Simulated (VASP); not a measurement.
A run of VASP 6.6.1:

File INCAR:

```
ALGO = Normal ; EDIFF = 1E-6
ENCUT = 520 ; GGA = PS
ISIF = 2 ; ISMEAR = -1
LASPH = T ; LCHARG = F
LREAL = F ; LWAVE = F
NBANDS = 15 ; NELM = 100
PREC = Accurate ; SIGMA = 0.05
```

The input KPOINTS:

```
k-points
0
Gamma
  10 10 10
```

Contents of POSCAR:

```
BaTe
1.0
   -0.0682000000      3.3759000000      3.3759000000
    3.3759000000     -0.0682000000      3.3759000000
    3.3759000000      3.3759000000     -0.0682000000
Ba Te
1 1
Direct
    0.0000000000      0.0000000000      0.0000000000
    0.5000000000      0.5000000000      0.5000000000
```

Potentials or basis: VASP PAW PBE potentials, release 64 (Ba_sv, Te).

Command:

```bash
$ cat potpaw_PBE.64/Ba_sv/POTCAR potpaw_PBE.64/Te/POTCAR > POTCAR
$ mpirun -np 1 vasp_std > vasp.out
```

Hardware: 1 thread of Oxide Virtual Turin-like Processor, on a shared host.

Problem. Estimate the wall time of this run.

Solution. Wall time 4.9 min on 1 thread of Oxide Virtual Turin-like Processor (shared host), peak memory 0.28 GiB. Counts: scf iterations 13, k points 116.
